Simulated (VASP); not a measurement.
# I: single point with PBE

The system is I.

```xyz
2
Lattice="0.0000 3.4713 3.4713 3.4713 0.0000 3.4713 3.4713 3.4713 0.0000" Properties=species:S:1:pos:R:3 pbc="T T T"
I     6.9427    6.9427    6.9427
I     1.7357    1.7357    1.7357
```

- Program: VASP 6.6.1
- Task: single point
- Functional: PBE
- Potentials or basis: VASP PAW PBE potentials, release 64 (I)
- Cutoff: 500 eV
- k mesh: 6 × 6 × 6
- Occupations: fermi-dirac, width 0.02 eV
- Spin: no spin polarisation

| Item | Value |
| --- | --- |
| Pressure | 9.9 GPa |
| Band gap on the k mesh | zero (bands 7 and 8 overlap by 2.43 eV) |

Levels at points of the mesh, in eV from the Fermi level:
```tsv
k point	band 3	band 4	band 5	band 6	band 7	band 8	band 9	band 10	band 11	band 12
(0.00, 0.00, 0.00)	-4.19	-4.19	-4.19	-1.70	-1.70	-1.70	3.73	5.93	5.93	7.68
(0.50, 0.00, 0.00)	-4.76	-4.76	-4.59	-0.77	-0.77	0.27	5.58	5.73	6.29	6.29
(0.50, 0.50, 0.00)	-5.36	-5.36	-2.68	-2.68	0.73	0.73	4.96	4.96	7.61	7.61
```

Run time: 6.9 s on 1 thread of Intel(R) Xeon(R) 6975P-C (Granite Rapids), with other jobs on the host, peak memory 0.19 GiB.

Caveat: the cell stands under pressure; spin-orbit coupling is left out, which moves the levels of the heavy elements.
